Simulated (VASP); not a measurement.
# Si in VASP: single point with PBE

Aim: the single point of Si with PBE.

Everything below comes from runs of VASP 6.6.1. Logs are shortened: lines on timing, memory, paths and dates and some standing lists are left out, and cuts for length are marked.

### 1 The cell of the first run

The cell holds a slab with vacuum, 8 atoms: a = 3.851 Å, b = 3.851 Å, c = 24.349 Å, α = 90.00°, β = 90.00°, γ = 120.00°.

### 2 Single point, PBE

Input file INCAR:

```
SYSTEM = Si
ALGO     = Normal         ! electronic algorithm
DIPOL    = 0.5 0.5 0.499
EDIFF    = 1E-6           ! SCF threshold, eV
ENCUT    = 520            ! plane-wave cutoff, eV
GGA      = PE             ! functional
IDIPOL   = 3            
ISIF     = 2              ! what is computed and relaxed
ISMEAR   = 0              ! smearing method
LASPH    = .True.         ! aspherical terms in the spheres
LCHARG   = .False.        ! write CHGCAR
LDIPOL   = .True.       
LREAL    = .False.        ! projectors in reciprocal space
LWAVE    = .False.        ! write WAVECAR
NBANDS   = 26             ! bands
NELM     = 80             ! most SCF steps
PREC     = Accurate       ! precision mode
SIGMA    = 0.05           ! smearing width, eV
```

Input file KPOINTS:

```
k-points
0
Gamma
  9 9 1
  0 0 0
```

Input file POSCAR:

```
Si
1.0
    3.8512806327      0.0000000000      0.0000000000
   -1.9256403163      3.3353068650      0.0000000000
    0.0000000000      0.0000000000     24.3486478162
Si
8
Direct
    0.6666666667      0.3333333333      0.2874902973
    0.3333333333      0.6666666667      0.3203920722
    0.3333333333      0.6666666667      0.4181961742
    0.6666666667      0.3333333333      0.4510979490
    0.6666666667      0.3333333333      0.5486934756
    0.3333333333      0.6666666667      0.5809524409
    0.3333333333      0.6666666667      0.6805666162
    0.6666666667      0.3333333333      0.7083257050
```

Potentials or basis: VASP PAW PBE potentials, release 64 (Si).

Command:

```
cat potpaw_PBE.64/Si/POTCAR > POTCAR
mpirun -np 1 vasp_std > vasp.out
```

OUTCAR:

```text
SYSTEM = Si
   EDIFF = 1E-6
   ENCUT = 520
   GGA = PE
   ISIF = 2
   ISMEAR = 0
   LASPH = .True.
   LREAL = .False.
   NELM = 80
   PREC = Accurate

 ion  position               nearest neighbor table
   1  0.667  0.333  0.287-   2 2.36   2 2.36   2 2.36
   2  0.333  0.667  0.320-   1 2.36   1 2.36   1 2.36   3 2.38
   3  0.333  0.667  0.418-   4 2.36   4 2.36   4 2.36   2 2.38
   4  0.667  0.333  0.451-   3 2.36   3 2.36   3 2.36   5 2.38
   5  0.667  0.333  0.549-   6 2.36   6 2.36   6 2.36   4 2.38
   6  0.333  0.667  0.581-   5 2.36   5 2.36   5 2.36   7 2.43
   7  0.333  0.667  0.681-   8 2.32   8 2.32   8 2.32   6 2.43
   8  0.667  0.333  0.708-   7 2.32   7 2.32   7 2.32

  LATTYP: Found a hexagonal cell.
 ALAT       =     3.8512806327
 C/A-ratio  =     6.3222211359

  Lattice vectors:

 A1 = (   3.8512806327,   0.0000000000,   0.0000000000)
 A2 = (  -1.9256403163,   3.3353068650,   0.0000000000)
 A3 = (   0.0000000000,   0.0000000000,  24.3486478162)

Analysis of symmetry for initial positions (statically):
=====================================================================
 Subroutine PRICEL returns:
 Original cell was already a primitive cell.

 Routine SETGRP: Setting up the symmetry group for a
 hexagonal supercell.

 Subroutine GETGRP returns: Found  6 space group operations
 (whereof  6 operations were pure point group operations)
 out of a pool of 24 trial point group operations.

The static configuration has the point symmetry C_3v.

Analysis of symmetry for dynamics (positions and initial velocities):
=====================================================================
 Subroutine PRICEL returns:
 Original cell was already a primitive cell.

 Routine SETGRP: Setting up the symmetry group for a
 hexagonal supercell.

 Subroutine GETGRP returns: Found  6 space group operations
 (whereof  6 operations were pure point group operations)
 out of a pool of 24 trial point group operations.

The dynamic configuration has the point symmetry C_3v.

 Subroutine INISYM returns: Found  6 space group operations
 (whereof  6 operations are pure point group operations),
 and found     1 'primitive' translations

----------------------------------------------------------------------------------------

                                     Primitive cell

  volume of cell :     312.7633

  direct lattice vectors                    reciprocal lattice vectors
     3.851280633  0.000000000  0.000000000     0.259653891  0.149911244  0.000000000
    -1.925640316  3.335306865  0.000000000     0.000000000  0.299822487  0.000000000
     0.000000000  0.000000000 24.348647816     0.000000000  0.000000000  0.041070042

  length of vectors
     3.851280633  3.851280633 24.348647816     0.299822487  0.299822487  0.041070042

  position of ions in fractional coordinates (direct lattice)
     0.666666667  0.333333333  0.287490297
     0.333333333  0.666666667  0.320392072
     0.333333333  0.666666667  0.418196174
     0.666666667  0.333333333  0.451097949
     0.666666667  0.333333333  0.548693476
     0.333333333  0.666666667  0.580952441
     0.333333333  0.666666667  0.680566616
     0.666666667  0.333333333  0.708325705

  ion indices of the primitive-cell ions
   primitive index   ion index
                 1           1
                 2           2
                 3           3
                 4           4
                 5           5
                 6           6
                 7           7
                 8           8

----------------------------------------------------------------------------------------

 KPOINTS: k-points

Automatic generation of k-mesh.
 Grid dimensions read from file:
 generate k-points for:    9    9    1

 Generating k-lattice:

  Cartesian coordinates                     Fractional coordinates (reciprocal lattice)
     0.028850432  0.016656805  0.000000000     0.111111111  0.000000000  0.000000000
     0.000000000  0.033313610  0.000000000     0.000000000  0.111111111  0.000000000
     0.000000000  0.000000000  0.041070042     0.000000000  0.000000000  1.000000000

  Length of vectors
     0.033313610  0.033313610  0.041070042

  Shift w.r.t. Gamma in fractional coordinates (k-lattice)
     0.000000000  0.000000000  0.000000000

 Subroutine IBZKPT returns following result:
 ===========================================

 Found     12 irreducible k-points:

 Following reciprocal coordinates:
            Coordinates               Weight
  0.000000  0.000000  0.000000      1.000000
  0.111111  0.000000  0.000000      6.000000
  0.222222  0.000000  0.000000      6.000000
  0.333333 -0.000000  0.000000      6.000000
  0.444444  0.000000  0.000000      6.000000
  0.111111  0.111111  0.000000      6.000000
  0.222222  0.111111  0.000000     12.000000
  0.333333  0.111111  0.000000     12.000000
  0.444444  0.111111  0.000000      6.000000
  0.222222  0.222222  0.000000      6.000000
  0.333333  0.222222  0.000000     12.000000
  0.333333  0.333333  0.000000      2.000000
   k-points           NKPTS =     12   k-points in BZ     NKDIM =     12   number of bands    NBANDS=     26
   number of dos      NEDOS =    301   number of ions     NIONS =      8
   total plane-waves  NPLWV = 172800
   dimension x,y,z NGX =    30 NGY =   30 NGZ =  192
   dimension x,y,z NGXF=    60 NGYF=   60 NGZF=  384
   ions per type =               8
   NGX,Y,Z   is equivalent  to a cutoff of  12.95, 12.95, 13.11 a.u.
   NGXF,Y,Z  is equivalent  to a cutoff of  25.90, 25.90, 26.22 a.u.
 SYSTEM =  Si
   PREC   = accura    normal or accurate (medium, high low for compatibility)
   ISTART =      0    job   : 0-new  1-cont  2-samecut
   ICHARG =      2    charge: 1-file 2-atom 10-const
   ISPIN  =      1    spin polarized calculation?
   LNONCOLLINEAR =      F non collinear calculations
   LSORBIT =      F    spin-orbit coupling
   LASPH  =      T    aspherical Exc in radial PAW
   ENCUT  =  520.0 eV  38.22 Ry    6.18 a.u.   7.16  7.16 45.27*2*pi/ulx,y,z
   NELM   =     80;   NELMIN=  2; NELMDL= -5     # of ELM steps
   EDIFF  = 0.1E-05   stopping-criterion for ELM
   LREAL  =      F    real-space projection
   EDIFFG = 0.1E-04   stopping-criterion for IOM
   NSW    =      0    number of steps for IOM
   IBRION =     -1    ionic relax: 0-MD 1-quasi-New 2-CG
   NFREE  =      0    steps in history (QN), initial steepest desc. (CG)
   ISIF   =      2    stress and relaxation
   ISYM   =      2    0-nonsym 1-usesym 2-fastsym
   POTIM  = 0.5000    time-step for ionic-motion
   TEBEG  =    0.0;   TEEND  =   0.0 temperature during run
   PSTRESS=    0.0 pullay stress
   NELECT =      32.0000    total number of electrons
   NUPDOWN=      -1.0000    fix difference up-down
   EMIN   =  10.00;   EMAX   =-10.00  energy-range for DOS
   EFERMI =   0.00;   METHOD = LEGACY
   ISMEAR =     0;   SIGMA  =   0.05  broadening in eV -4-tet -1-fermi 0-gaus
   EFERMI_NEDOS =   21; number of points for ismear=-14 and -15
   IALGO  =     38    algorithm
   IMIX   =      4    mixing-type and parameters
     AMIX     =   0.40;   BMIX     =  1.00
     AMIX_MAG =   1.60;   BMIX_MAG =  1.00
  volume/ion in A,a.u.               =      39.10       263.83
  Fermi-wavevector in a.u.,A,eV,Ry     =   0.765690  1.446944  7.976836  0.586281
  Thomas-Fermi vector in A             =   1.865866
   LORBIT       =      0    0 simple, 1 ext, 2 COOP (PROOUT), +10 PAW based schemes
   GGA     = PE    functional components
   LHFCALC =     F    Hartree Fock is set to
   AEXX    =    0.0000 exact exchange contribution
   IVDW    =     0    specifies the selected vdW correction
   LEPSILON=     F    determine dielectric tensor
   LRPA    =     F    only Hartree local field effects (RPA)
 non-spin polarized calculation
 Gauss-broadening in eV      SIGMA  =   0.05
  energy-cutoff  :      520.00
  volume of cell :      312.76
 maximum number of plane-waves:      8475
 NGX is ok and might be reduce to    30
   NGX = 15   NGY = 15   NGZ = 91

 dipolmoment           0.000000      0.000000      0.003030 electrons x Angstroem

 number of electron      32.0000003 magnetization

 dipolmoment           0.000000      0.000000     -0.009561 electrons x Angstroem

 Free energy of the ion-electron system (eV)
  ---------------------------------------------------
  ext. energy  EPLUGINS =         0.00000000
  ---------------------------------------------------
  free energy    TOTEN  =       -40.71726856 eV

  energy without entropy =      -40.71179495  energy(sigma->0) =      -40.71453176

 E-fermi :   0.6568     XC(G=0):  -5.4792

 val. band max:        0.6173658579   @ k =   0.1111   0.0000   0.0000
 cond. band min:       0.6895851784   @ k =   0.3333   0.2222   0.0000
 fundamental gap:      0.0722193205
 Fermi energy:         0.6568151032

 k-point     1 :       0.0000    0.0000    0.0000
  band No.  band energies     occupation
      1     -11.0875      2.00000
      2     -10.5670      2.00000
      3      -9.8556      2.00000
      4      -9.1907      2.00000
      5      -5.5493      2.00000
      6      -3.9510      2.00000
[... 18 lines left out ...]
     25       3.8906      0.00000
     26       4.3275      0.00000

 k-point     2 :       0.1111    0.0000    0.0000
  band No.  band energies     occupation
      1     -10.9458      2.00000
      2     -10.4256      2.00000
      3      -9.7136      2.00000
      4      -9.0463      2.00000
      5      -5.4848      2.00000
      6      -3.9129      2.00000
[... 18 lines left out ...]
     25       4.2543      0.00000
     26       4.6229      0.00000

 k-point     3 :       0.2222    0.0000    0.0000
  band No.  band energies     occupation
      1     -10.5283      2.00000
      2     -10.0092      2.00000
      3      -9.2956      2.00000
      4      -8.6194      2.00000
      5      -5.4349      2.00000
      6      -4.1109      2.00000
[... 18 lines left out ...]
     25       5.2294      0.00000
     26       5.3101      0.00000

 k-point     4 :       0.3333   -0.0000    0.0000
  band No.  band energies     occupation
      1      -9.8679      2.00000
      2      -9.3536      2.00000
      3      -8.6405      2.00000
      4      -7.9395      2.00000
      5      -5.9931      2.00000
      6      -5.1935      2.00000
[... 18 lines left out ...]
     25       4.8373      0.00000
     26       5.8936      0.00000
[... 148 lines left out ...]
      1      -9.4803      2.00000
      2      -8.9725      2.00000
      3      -8.2660      2.00000
      4      -7.5390      2.00000
      5      -6.2627      2.00000
      6      -5.5284      2.00000
[... 18 lines left out ...]
     25       5.3354      0.00000
     26       5.3629      0.00000

 k-point    11 :       0.3333    0.2222    0.0000
  band No.  band energies     occupation
      1      -8.7241      2.00000
      2      -8.2630      2.00000
      3      -7.7180      2.00000
      4      -6.9421      2.00000
      5      -6.7214      2.00000
      6      -6.3616      2.00000
[... 18 lines left out ...]
     25       5.2924      0.00000
     26       5.8587      0.00000

 k-point    12 :       0.3333    0.3333    0.0000
  band No.  band energies     occupation
      1      -8.0440      2.00000
      2      -8.0414      2.00000
      3      -7.8447      2.00000
      4      -6.8879      2.00000
      5      -6.5338      2.00000
      6      -6.2910      2.00000
[... 18 lines left out ...]
     25       6.5947      0.00000
     26       6.6290      0.00000

------------------------ aborting loop because EDIFF is reached ----------------------------------------

 vacuum level on the upper side and lower side of the slab       (xc-potential included)        -0.211        -0.080

  FORCE on cell =-STRESS in cart. coord.  units (eV):
  Direction    XX          YY          ZZ          XY          YZ          ZX
  --------------------------------------------------------------------------------------
  -------------------------------------------------------------------------------------
  Total        0.2774002      0.2774002     -0.1401443      0.0000000     -0.0000000      0.0000000
  in kB        1.4210244      1.4210244     -0.7179105      0.0000000     -0.0000000      0.0000000
  external PRESSURE =       0.7080461 kB  Pullay stress =       0.0000000 kB

 VOLUME and BASIS-vectors are now :
 -----------------------------------------------------------------------------
  energy-cutoff  :      520.00
  volume of cell :      312.76
      direct lattice vectors                 reciprocal lattice vectors
     3.851280633  0.000000000  0.000000000     0.259653891  0.149911244  0.000000000
    -1.925640316  3.335306865  0.000000000     0.000000000  0.299822487  0.000000000
     0.000000000  0.000000000 24.348647816     0.000000000  0.000000000  0.041070042

 POSITION                                       TOTAL-FORCE (eV/Angst)
 -----------------------------------------------------------------------------------
      1.92564      1.11177      7.00000         0.000000      0.000000      0.527167
     -0.00000      2.22354      7.80111         0.000000     -0.000000     -0.680242
     -0.00000      2.22354     10.18251        -0.000000      0.000000      0.217308
      1.92564      1.11177     10.98363        -0.000000      0.000000     -0.060945
      1.92564      1.11177     13.35994        -0.000000      0.000000     -0.007797
     -0.00000      2.22354     14.14541         0.000000     -0.000000      0.007299
     -0.00000      2.22354     16.57088        -0.000000      0.000000      0.002022
      1.92564      1.11177     17.24677        -0.000000      0.000000     -0.004812
 -----------------------------------------------------------------------------------
    total drift:                               -0.000000     -0.000000     -0.000015

  FREE ENERGIE OF THE ION-ELECTRON SYSTEM (eV)
  ---------------------------------------------------
  free  energy   TOTEN  =       -40.7172685631 eV

  energy  without entropy=      -40.7117949545  energy(sigma->0) =      -40.71453176

 vacuum level on the upper side and lower side of the slab         5.231         5.353
```

It took 5.1 min on 1 thread of Intel Xeon Platinum 8375C at 2.90GHz (Ice Lake), shared host; peak memory 0.43 GiB.

Results:

* Free energy: -40.7173 eV
* Largest force: 0.680 eV/Å
* Band gap on the k mesh: zero (bands 16 and 17 overlap by 0.30 eV)

Forces in eV/Å, atoms in the order of the input:
```
Si   0.000  0.000  0.527
Si   0.000  0.000 -0.680
Si   0.000  0.000  0.217
Si   0.000  0.000 -0.061
Si   0.000  0.000 -0.008
Si   0.000  0.000  0.007
Si   0.000  0.000  0.002
Si   0.000  0.000 -0.005
```
